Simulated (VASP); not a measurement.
Wanted: the native input for a VASP 6.6.1 run.

| Quantity | Value |
| --- | --- |
| Task | single point |
| Functional | PBE |
| Potentials or basis | VASP PAW PBE potentials, release 64 (Eu, S) |
| Cutoff | 600 eV |
| k mesh | 10 × 10 × 10 |
| Occupations | fermi-dirac, width 0.05 eV |
| Spin | collinear spin, ferromagnetic start |
| Starting moments | [7.0, 0.0] μB |
| Dipole correction | no |
| Further INCAR settings | ALGO = Normal; EDIFF = 1e-06; NBANDS = 22 |

The structure of EuS lies in POSCAR:

```
EuS
1.0
    0.0000000000      2.9982257404      2.9982257404
    2.9982257404      0.0000000000      2.9982257404
    2.9982257404      2.9982257404      0.0000000000
Eu S
1 1
Direct
    0.0000000000      0.0000000000      0.0000000000
    0.5000000000      0.5000000000      0.5000000000
```

These files were run (other wordings do the same):

INCAR

```
ALGO = Normal
EDIFF = 1E-6
ENCUT = 600
GGA = PE
GGA_COMPAT = F
ISIF = 2
ISMEAR = -1
ISPIN = 2
LASPH = T
LCHARG = F
LMAXMIX = 6
LORBIT = 11
LREAL = F
LWAVE = F
MAGMOM = 7 0
NBANDS = 22
NELM = 200
PREC = Accurate
SIGMA = 0.05
```

KPOINTS

```
k-points
0
Gamma
  10 10 10
```

Potentials or basis: VASP PAW PBE potentials, release 64 (Eu, S).

Command:

```console
$ cat potpaw_PBE.64/Eu/POTCAR potpaw_PBE.64/S/POTCAR > POTCAR
$ mpirun -np 1 vasp_std > vasp.out
```

It gave:

| Item | Value |
| --- | --- |
| Pressure | -3.5 GPa |
| Band gap on the k mesh | zero (filled and empty bands overlap) |
| Net moment | 6.99 μB per cell |
| Site moments | Eu +6.59; S -0.07 μB |
| Valence electrons inside the program's atomic spheres | Eu 14.74; S 3.74 |

Caveat: the cell stands under tension; spin-orbit coupling is left out, which moves the levels of the heavy elements; a cell with one magnetic atom can't hold antiferromagnetic order, which such compounds often take; semilocal functionals describe open f shells poorly, which spoils levels, moments and volumes.

It took 4.6 min on 1 thread of Intel Xeon 8259CL, on a shared host, peak memory 0.33 GiB.
